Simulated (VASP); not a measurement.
# As2Se (P4_2/mnm) in VASP: relaxation of cell and atoms with PBE

Aim: the relaxation of cell and atoms of As2Se with PBE.

Everything below comes from runs of VASP 6.6.1. Logs are shortened: lines on timing, memory, paths and dates and some standing lists are left out, and cuts for length are marked.

### 1 The cell of the first run

The structure is tetragonal, space group P4_2/mnm (No. 136). Conventional cell: a = 6.622 Å, b = 6.622 Å, c = 3.425 Å, α = 90.00°, β = 90.00°, γ = 90.00°. As (site symmetry m2m) has 3 Se at 2.65 to 2.66 Å and 2 As at 3.42 Å within 3.5 Å. Within 3.5 Å of Se (site symmetry mmm) lie 6 As at 2.65 to 2.66 Å and 2 Se at 3.42 Å.

### 2 Relaxation of cell and atoms, PBE

INCAR

```
SYSTEM = As2Se
PREC = Accurate
ENCUT = 500
EDIFF = 1E-7
ISMEAR = 0
SIGMA = 0.1
LREAL = .FALSE.
LASPH = .TRUE.
NELM = 120
ALGO = Normal
ISIF = 3
LWAVE = .FALSE.
LCHARG = .FALSE.
GGA = PE
IBRION = 2
NSW = 100
EDIFFG = -0.01
GGA_COMPAT = .FALSE.
NELMIN = 4
```

KPOINTS

```
regular mesh
0
G
  6 6 12
  0 0 0
```

POSCAR

```
As2Se
1.0
    6.6216566830      0.0000000000      0.0000000000
    0.0000000000      6.6216566830      0.0000000000
    0.0000000000      0.0000000000      3.4247255322
As Se
4 2
Direct
    0.2825955303      0.2825955303      0.0000000000
    0.2174044697      0.7825955303      0.5000000000
    0.7174044697      0.7174044697      0.0000000000
    0.7825955303      0.2174044697      0.5000000000
    0.0000000000      0.0000000000      0.0000000000
    0.5000000000      0.5000000000      0.5000000000
```

Potentials or basis: VASP PAW PBE potentials, release 64 (As, Se).

On the command line:

```sh
cat potpaw_PBE.64/As/POTCAR potpaw_PBE.64/Se/POTCAR > POTCAR
mpirun -np 1 vasp_std > vasp.out
```

OUTCAR:

```text
SYSTEM = As2Se
   PREC = Accurate
   ENCUT = 500
   EDIFF = 1E-7
   ISMEAR = 0
   LREAL = .FALSE.
   LASPH = .TRUE.
   NELM = 120
   ISIF = 3
   GGA = PE
   IBRION = 2
   NSW = 100
   EDIFFG = -0.01
   NELMIN = 4

 ion  position               nearest neighbor table
   1  0.283  0.283  0.000-   5 2.65   6 2.66   6 2.66
   2  0.217  0.783  0.500-   6 2.65   5 2.66   5 2.66
   3  0.717  0.717  0.000-   5 2.65   6 2.66   6 2.66
   4  0.783  0.217  0.500-   6 2.65   5 2.66   5 2.66
   5  0.000  0.000  0.000-   1 2.65   3 2.65   2 2.66   4 2.66   2 2.66   4 2.66
   6  0.500  0.500  0.500-   2 2.65   4 2.65   3 2.66   1 2.66   1 2.66   3 2.66

  LATTYP: Found a simple tetragonal cell.
 ALAT       =     6.6216566830
 C/A-ratio  =     0.5172007092

  Lattice vectors:

 A1 = (   6.6216566830,   0.0000000000,   0.0000000000)
 A2 = (   0.0000000000,   6.6216566830,   0.0000000000)
 A3 = (   0.0000000000,   0.0000000000,   3.4247255322)

Analysis of symmetry for initial positions (statically):
=====================================================================
 Subroutine PRICEL returns:
 Original cell was already a primitive cell.

 Routine SETGRP: Setting up the symmetry group for a
 simple tetragonal supercell.

 Subroutine GETGRP returns: Found 16 space group operations
 (whereof  8 operations were pure point group operations)
 out of a pool of 16 trial point group operations.

The static configuration has the point symmetry D_2h.
 The point group associated with its full space group is D_4h.

Analysis of symmetry for dynamics (positions and initial velocities):
=====================================================================
 Subroutine PRICEL returns:
 Original cell was already a primitive cell.

 Routine SETGRP: Setting up the symmetry group for a
 simple tetragonal supercell.

 Subroutine GETGRP returns: Found 16 space group operations
 (whereof  8 operations were pure point group operations)
 out of a pool of 16 trial point group operations.

The dynamic configuration has the point symmetry D_2h.
 The point group associated with its full space group is D_4h.

 Subroutine INISYM returns: Found 16 space group operations
 (whereof  8 operations are pure point group operations),
 and found     1 'primitive' translations

----------------------------------------------------------------------------------------

                                     Primitive cell

  volume of cell :     150.1617

  direct lattice vectors                    reciprocal lattice vectors
     6.621656683  0.000000000  0.000000000     0.151019609  0.000000000  0.000000000
     0.000000000  6.621656683  0.000000000     0.000000000  0.151019609  0.000000000
     0.000000000  0.000000000  3.424725532     0.000000000  0.000000000  0.291994202

  length of vectors
     6.621656683  6.621656683  3.424725532     0.151019609  0.151019609  0.291994202

  position of ions in fractional coordinates (direct lattice)
     0.282595530  0.282595530  0.000000000
     0.217404470  0.782595530  0.500000000
     0.717404470  0.717404470  0.000000000
     0.782595530  0.217404470  0.500000000
     0.000000000  0.000000000  0.000000000
     0.500000000  0.500000000  0.500000000

  ion indices of the primitive-cell ions
   primitive index   ion index
                 1           1
                 2           2
                 3           3
                 4           4
                 5           5
                 6           6

----------------------------------------------------------------------------------------

 KPOINTS: regular mesh

Automatic generation of k-mesh.
 Grid dimensions read from file:
 generate k-points for:    6    6   12

 Generating k-lattice:

  Cartesian coordinates                     Fractional coordinates (reciprocal lattice)
     0.025169935  0.000000000  0.000000000     0.166666667  0.000000000  0.000000000
     0.000000000  0.025169935  0.000000000     0.000000000  0.166666667  0.000000000
     0.000000000  0.000000000  0.024332850     0.000000000  0.000000000  0.083333333

  Length of vectors
     0.025169935  0.025169935  0.024332850

  Shift w.r.t. Gamma in fractional coordinates (k-lattice)
     0.000000000  0.000000000  0.000000000

 Subroutine IBZKPT returns following result:
 ===========================================

 Found     70 irreducible k-points:

 Following reciprocal coordinates:
            Coordinates               Weight
  0.000000  0.000000  0.000000      1.000000
  0.166667  0.000000  0.000000      4.000000
  0.333333  0.000000  0.000000      4.000000
  0.500000  0.000000  0.000000      2.000000
  0.166667  0.166667  0.000000      4.000000
  0.333333  0.166667  0.000000      8.000000
[... 16 lines left out ...]
  0.333333  0.000000  0.166667      8.000000
  0.500000  0.000000  0.166667      4.000000
 [... further k-points ...]
   k-points           NKPTS =     70   k-points in BZ     NKDIM =     70   number of bands    NBANDS=     20
   number of dos      NEDOS =    301   number of ions     NIONS =      6
   total plane-waves  NPLWV =  64512
   dimension x,y,z NGX =    48 NGY =   48 NGZ =   28
   dimension x,y,z NGXF=    96 NGYF=   96 NGZF=   56
   ions per type =               4   2
   NGX,Y,Z   is equivalent  to a cutoff of  12.05, 12.05, 13.59 a.u.
   NGXF,Y,Z  is equivalent  to a cutoff of  24.10, 24.10, 27.18 a.u.
 SYSTEM =  As2Se
   PREC   = accura    normal or accurate (medium, high low for compatibility)
   ISTART =      0    job   : 0-new  1-cont  2-samecut
   ICHARG =      2    charge: 1-file 2-atom 10-const
   ISPIN  =      1    spin polarized calculation?
   LNONCOLLINEAR =      F non collinear calculations
   LSORBIT =      F    spin-orbit coupling
   LASPH  =      T    aspherical Exc in radial PAW
   ENCUT  =  500.0 eV  36.75 Ry    6.06 a.u.  12.07 12.07  6.24*2*pi/ulx,y,z
   NELM   =    120;   NELMIN=  4; NELMDL= -5     # of ELM steps
   EDIFF  = 0.1E-06   stopping-criterion for ELM
   LREAL  =      F    real-space projection
   EDIFFG = -.1E-01   stopping-criterion for IOM
   NSW    =    100    number of steps for IOM
   IBRION =      2    ionic relax: 0-MD 1-quasi-New 2-CG
   NFREE  =      1    steps in history (QN), initial steepest desc. (CG)
   ISIF   =      3    stress and relaxation
   ISYM   =      2    0-nonsym 1-usesym 2-fastsym
   POTIM  = 0.5000    time-step for ionic-motion
   TEBEG  =    0.0;   TEEND  =   0.0 temperature during run
   PSTRESS=    0.0 pullay stress
   NELECT =      32.0000    total number of electrons
   NUPDOWN=      -1.0000    fix difference up-down
   EMIN   =  10.00;   EMAX   =-10.00  energy-range for DOS
   EFERMI =   0.00;   METHOD = LEGACY
   ISMEAR =     0;   SIGMA  =   0.10  broadening in eV -4-tet -1-fermi 0-gaus
   EFERMI_NEDOS =   21; number of points for ismear=-14 and -15
   IALGO  =     38    algorithm
   IMIX   =      4    mixing-type and parameters
     AMIX     =   0.40;   BMIX     =  1.00
     AMIX_MAG =   1.60;   BMIX_MAG =  1.00
  volume/ion in A,a.u.               =      25.03       168.89
  Fermi-wavevector in a.u.,A,eV,Ry     =   0.977849  1.847867 13.009736  0.956189
  Thomas-Fermi vector in A             =   2.108579
   LORBIT       =      0    0 simple, 1 ext, 2 COOP (PROOUT), +10 PAW based schemes
   GGA     = PE    functional components
   LHFCALC =     F    Hartree Fock is set to
   AEXX    =    0.0000 exact exchange contribution
   IVDW    =     0    specifies the selected vdW correction
   LEPSILON=     F    determine dielectric tensor
   LRPA    =     F    only Hartree local field effects (RPA)
 conjugate gradient relaxation of ions
 non-spin polarized calculation
 Gauss-broadening in eV      SIGMA  =   0.10
  energy-cutoff  :      500.00
  volume of cell :      150.16
 maximum number of plane-waves:      3840
   NGX = 25   NGY = 25   NGZ = 13

--------------------------------------- Ionic step        1  -------------------------------------------

 number of electron      31.9999999 magnetization

 Free energy of the ion-electron system (eV)
  ---------------------------------------------------
  ext. energy  EPLUGINS =         0.00000000
  ---------------------------------------------------
  free energy    TOTEN  =       -21.36734765 eV

  energy without entropy =      -21.33562979  energy(sigma->0) =      -21.35148872

------------------------ aborting loop because EDIFF is reached ----------------------------------------

  FORCE on cell =-STRESS in cart. coord.  units (eV):
  Direction    XX          YY          ZZ          XY          YZ          ZX
  --------------------------------------------------------------------------------------
  -------------------------------------------------------------------------------------
  Total        0.8148565      0.8148565     -0.9851109     -0.0000000      0.0000000      0.0000000
  in kB        8.6942597      8.6942597    -10.5108199     -0.0000000      0.0000000      0.0000000
  external PRESSURE =       2.2925665 kB  Pullay stress =       0.0000000 kB
[... 265 lines left out ...]
  energy  without entropy=      -21.3707076353  energy(sigma->0) =      -21.38522332

--------------------------------------- Ionic step        8  -------------------------------------------

 number of electron      31.9999998 magnetization

 Free energy of the ion-electron system (eV)
  ---------------------------------------------------
  ext. energy  EPLUGINS =         0.00000000
  ---------------------------------------------------
  free energy    TOTEN  =       -21.39976880 eV

  energy without entropy =      -21.37063260  energy(sigma->0) =      -21.38520070

 E-fermi :   3.6905     XC(G=0):  -9.3540

 val. band max:        3.6844471907   @ k =   0.3333   0.0000   0.5000
 cond. band min:       3.6940075247   @ k =   0.0000   0.0000   0.2500
 fundamental gap:      0.0095603339
 Fermi energy:         3.6904603231

 k-point     1 :       0.0000    0.0000    0.0000
  band No.  band energies     occupation
      1     -11.9192      2.00000
      2     -11.0500      2.00000
      3      -7.7950      2.00000
      4      -7.7950      2.00000
      5      -6.1747      2.00000
      6      -5.0194      2.00000
[... 12 lines left out ...]
     19       5.2823      0.00000
[... 513 lines left out ...]
      4      -7.1220      2.00000
      5      -6.2987      2.00000
      6      -6.2987      2.00000
[... 12 lines left out ...]
     19       5.5064      0.00000
     20       5.5064      0.00000

 [... further k-points ...]
[... 5 lines left out ...]
  --------------------------------------------------------------------------------------
  -------------------------------------------------------------------------------------
  Total        0.0518461      0.0518461      0.0016582      0.0000000      0.0000000      0.0000000
  in kB        0.5549199      0.5549199      0.0177483      0.0000000      0.0000000      0.0000000
  external PRESSURE =       0.3758627 kB  Pullay stress =       0.0000000 kB
[... 21 lines left out ...]
  FREE ENERGIE OF THE ION-ELECTRON SYSTEM (eV)
  ---------------------------------------------------
  free  energy   TOTEN  =       -21.3997687992 eV

  energy  without entropy=      -21.3706326000  energy(sigma->0) =      -21.38520070

 reached required accuracy - stopping structural energy minimisation
```

Run time: 18 min. Hardware: 1 thread of Intel Xeon 8259CL, shared host; peak memory 0.37 GiB.

Results:

* Free energy: -21.3998 eV
* Relaxed volume: 24.95 Å³/atom
* Relaxed cell: a = 6.703 Å, b = 6.703 Å, c = 3.332 Å, α = 90.00°, β = 90.00°, γ = 90.00°
* Space group after relaxing (to 0.1 Å): P4_2/mnm (No. 136)
* Energy gained by relaxing: 5.4 meV/atom
* Ionic steps: 8
* Pressure after relaxing: 0.0 GPa
* Largest force after relaxing: 0.004 eV/Å
* Band gap on the k mesh: zero (bands 16 and 17 overlap by 1.89 eV)

Forces in eV/Å, atoms in the order of the input:
```
As  -0.003 -0.003  0.000
As   0.003 -0.003  0.000
As   0.003  0.003  0.000
As  -0.003  0.003  0.000
Se   0.000  0.000  0.000
Se   0.000  0.000  0.000
```

Step by step:
| step | energy change (eV) | largest force (eV/Å) | pressure (GPa) | volume (Å³) |
| --- | --- | --- | --- | --- |
| 1 | 0.0000 | 0.1208 | 0.23 | 150.16 |
| 2 | -0.0170 | 0.0897 | -0.15 | 150.93 |
| 3 | -0.0259 | 0.0459 | -0.63 | 151.96 |
| 4 | -0.0309 | 0.0523 | 0.14 | 149.61 |
| 5 | -0.0310 | 0.0512 | 0.01 | 149.97 |
| 6 | -0.0317 | 0.0378 | 0.02 | 149.89 |
| 7 | -0.0324 | 0.0031 | 0.04 | 149.65 |
| 8 | -0.0324 | 0.0039 | 0.04 | 149.69 |

Final structure:
```
As Se
1.0
     6.70299    0.00000    0.00000
     0.00000    6.70299    0.00000
     0.00000    0.00000    3.33165
As Se
4 2
Direct
  0.27935 0.27935 0.00000
  0.22065 0.77935 0.50000
  0.72065 0.72065 0.00000
  0.77935 0.22065 0.50000
  0.00000 0.00000 0.00000
  0.50000 0.50000 0.50000
```

Levels at points of the mesh, in eV from the Fermi level:
```csv
k point,band 13,band 14,band 15,band 16,band 17,band 18,band 19,band 20
"(0.00, 0.00, 0.00)",-0.78,-0.29,0.25,0.25,0.55,1.51,1.59,1.59
"(0.50, 0.00, 0.00)",-1.90,-1.90,0.73,0.73,1.80,1.80,2.72,2.72
"(0.50, 0.50, 0.00)",-1.24,-1.24,-0.04,-0.04,0.10,0.10,1.53,1.53
"(0.00, 0.00, 0.50)",-1.91,-1.91,-0.96,-0.96,-0.84,-0.84,2.18,2.18
"(0.50, 0.00, 0.50)",-1.60,-1.60,-0.44,-0.44,-0.02,-0.02,0.01,0.01
"(0.50, 0.50, 0.50)",-1.89,-1.89,-0.67,-0.67,0.10,0.10,1.41,1.41
```
